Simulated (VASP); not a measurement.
## CaCuH2: single point with PBE

Crystal: CaCuH2.

```xyz
4
Lattice="3.6248 0.0000 0.0000 0.0000 3.6248 0.0000 0.0000 0.0000 3.4800" Properties=species:S:1:pos:R:3 pbc="T T T"
Ca    0.0000    0.0000    0.0000
Cu    1.8124    1.8124    1.7400
H     0.0000    1.8124    1.7400
H     1.8124    0.0000    1.7400
```

```
Program             : VASP 6.6.1
Task                : single point
Functional          : PBE
Potentials or basis : VASP PAW PBE potentials, release 64 (Ca_sv, Cu, H)
Cutoff              : 520 eV
k mesh              : 6 × 6 × 6
Occupations         : gaussian, width 0.1 eV
Spin                : no spin polarisation
```

```
Pressure : 0.2 GPa
```

Levels at points of the mesh, in eV from the Fermi level:
| k point | band 9 | band 10 | band 11 | band 12 | band 13 | band 14 | band 15 | band 16 |
| --- | --- | --- | --- | --- | --- | --- | --- | --- |
| (0.00, 0.00, 0.00) | -3.14 | -3.14 | 0.05 | 1.30 | 4.13 | 4.13 | 4.74 | 4.74 |
| (0.50, 0.00, 0.00) | -3.24 | -3.11 | -3.03 | 1.57 | 2.29 | 2.58 | 4.41 | 4.74 |
| (0.50, 0.50, 0.00) | -3.32 | -3.32 | -3.24 | -2.61 | 0.98 | 3.73 | 3.73 | 5.43 |
| (0.00, 0.00, 0.50) | -3.22 | -2.63 | -2.59 | 1.31 | 1.70 | 1.84 | 1.84 | 4.79 |
| (0.50, 0.00, 0.50) | -3.34 | -3.14 | -2.45 | 0.06 | 1.54 | 3.34 | 3.92 | 5.57 |
| (0.50, 0.50, 0.50) | -3.48 | -3.23 | -3.02 | -0.38 | 0.44 | 4.38 | 4.92 | 4.92 |

Run time: 16 s on 1 thread of Intel(R) Xeon(R) 6975P-C (Granite Rapids), on a shared host, peak memory 0.18 GiB.
